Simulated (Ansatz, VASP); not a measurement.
Two plane-wave programs on AlN

Contents of INCAR:

```
SYSTEM = AlN
PREC = Accurate ; ENCUT = 520
EDIFF = 1E-7 ; ISMEAR = 0
SIGMA = 0.05 ; LREAL = .False.
LASPH = .True. ; NELM = 100
ALGO = Normal ; ISIF = 2
LWAVE = .False. ; LCHARG = .True.
LELF = .True. ; LVHAR = .True.
NBANDS = 16
```

File KPOINTS:

```
Automatic mesh
0
Gamma
  9 9 6
  0 0 0
```

Contents of POSCAR:

```
AlN
1.0
    3.0371604035      0.0000000000      0.0000000000
   -1.5185802018      2.6302580648      0.0000000000
    0.0000000000      0.0000000000      4.8612078838
Al N
2 2
Direct
    0.3172581426      0.6345162853      0.0015212672
    0.6827418574      0.3654837147      0.5015212672
    0.3476777443      0.6953554887      0.3834787328
    0.6523222557      0.3046445113      0.8834787328
```

Input for Ansatz:

```yaml
crystal:
  lattice:
    - [3.0371604035, 0.0, 0.0]
    - [-1.5185802018, 2.6302580648, 0.0]
    - [0.0, 0.0, 4.8612078838]
  atoms:
    - { symbol: Al, position: [0.3172581426, 0.6345162853, 0.0015212672] }
    - { symbol: Al, position: [0.6827418574, 0.3654837147, 0.5015212672] }
    - { symbol: "N", position: [0.3476777443, 0.6953554887, 0.3834787328] }
    - { symbol: "N", position: [0.6523222557, 0.3046445113, 0.8834787328] }
basis:
  ecutwfc: 520.0
kpoints:
  mp_grid: { grid: [9, 9, 6] }
hamiltonian:
  xc: lda
scf:
  occupations: { method: gaussian, width: 0.05 }
output:
  forces: true
  stress: true
  eigenvalues: true
```

Change from the starting cell: mode 5 frozen in at -0.086 Å, equal normal strain along x, y and z -0.0167.

Alike in both runs: task single point; functional LDA; k mesh 9 × 9 × 6; occupations gaussian, width 0.05 eV; no spin polarisation.

|  | VASP | Ansatz |
| --- | --- | --- |
| version | VASP 6.6.1 | Ansatz 0.2.0 |
| potentials or method | VASP PAW LDA potentials, release 64 (Al, N), cutoff 520 eV | scalar-relativistic, plane waves, PAW |
| valence electrons in the cell | 16 | 16 |

VASP gave:

* gap on the k mesh at the Fermi level (eV): 4.79
* least direct gap on the mesh (eV): 4.79
* pressure (GPa): 12.3
* traceless stress, the component that is largest in VASP (GPa): 0.54
* rms of the force components (eV/Å): 0.207

Question: Estimate Ansatz's values.

Answer: gap on the k mesh at the Fermi level (eV): 4.79; least direct gap on the mesh (eV): 4.79; pressure (GPa): 11.5; traceless stress, the component that is largest in VASP (GPa): 0.49; rms of the force components (eV/Å): 0.208.

LDA's correlation is that of Perdew and Zunger in VASP and of Perdew and Wang (1992) in Ansatz. Atom by atom the forces differ by 0.002 eV/Å (rms over components).
